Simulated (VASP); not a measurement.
**LiZn2P2: single point with r2SCAN**

Crystal: LiZn2P2.

```
CELL_PARAMETERS angstrom
1.92976 3.34244 0.00000
-1.92976 3.34244 0.00000
0.00000 0.00000 6.45070
ATOMIC_POSITIONS crystal
Zn 0.33330 0.33340 0.63400
Zn 0.66670 0.66660 0.36600
P 0.33330 0.33340 0.25890
P 0.66670 0.66660 0.74110
Li 0.00000 0.00000 0.00000
```

* Program: VASP 6.6.1
* Task: single point
* Functional: r2SCAN
* Potentials or basis: VASP PAW PBE potentials, release 64 (Zn, P, Li_sv)
* Cutoff: 520 eV
* k mesh: 5 × 5 × 3
* Occupations: fermi-dirac, width 0.0816 eV
* Spin: no spin polarisation
* Dipole correction: no
* Further INCAR settings: ALGO = Normal; EDIFF = 1e-07; NBANDS = 26

- Largest force: 0.746 eV/Å

Forces on the atoms (eV/Å):
```
Zn   0.003 -0.002  0.081
Zn  -0.003  0.002 -0.081
P    0.003 -0.002 -0.746
P   -0.003  0.002  0.746
Li   0.000  0.000  0.000
```

Levels at points of the mesh, in eV from the Fermi level:
```csv
k point,band 16,band 17,band 18,band 19,band 20,band 21,band 22,band 23
"(0.00, 0.00, 0.00)",-0.20,0.92,1.01,1.01,2.93,4.29,5.46,5.46
```

It took 5.9 min on 1 thread of Intel Xeon 8259CL, on a shared host, peak memory 0.23 GiB.

Caveat: the k points lie up to 0.38 Å⁻¹ apart; the PAW data sets were made with another functional, which shifts forces and pressure a little.
